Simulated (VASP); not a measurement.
C:

```xyz
2
Lattice="0.0000 1.7834 1.7834 1.7834 0.0000 1.7834 1.7834 1.7834 0.0000" Properties=species:S:1:pos:R:3 pbc="T T T"
C     0.0000    0.0000    0.0000
C     0.8917    0.8917    0.8917
```

```yaml
Program: VASP 6.6.1
Task: relaxation of cell and atoms
Functional: LDA
Potentials_or_basis: VASP PAW LDA potentials, release 64 (C)
Cutoff: 600 eV
k_mesh: 10 × 10 × 10
Occupations: gaussian, width 0.1 eV
Spin: no spin polarisation
```

At the start: pressure -12.4 GPa; volume 5.67 Å³/atom.

How do energy, volume and symmetry change on relaxing?

Over 3 steps the energy falls by 6.2 meV/atom and the volume is 5.52 Å³/atom (-2.7 %); space group Fd-3m (No. 227, to 0.05 Å).

Step by step:
```tsv
step	energy change (eV)	largest force (eV/Å)	pressure (GPa)	volume (Å³)
1	0.0000	0.0000	-12.37	11.34
2	0.0089	0.0000	17.94	10.64
3	-0.0123	0.0000	-0.11	11.03
```

Final structure:
```
C
1.0
     0.00000    1.76696    1.76696
     1.76696    0.00000    1.76696
     1.76696    1.76696    0.00000
C
2
Direct
  0.00000 0.00000 0.00000
  0.25000 0.25000 0.25000
```
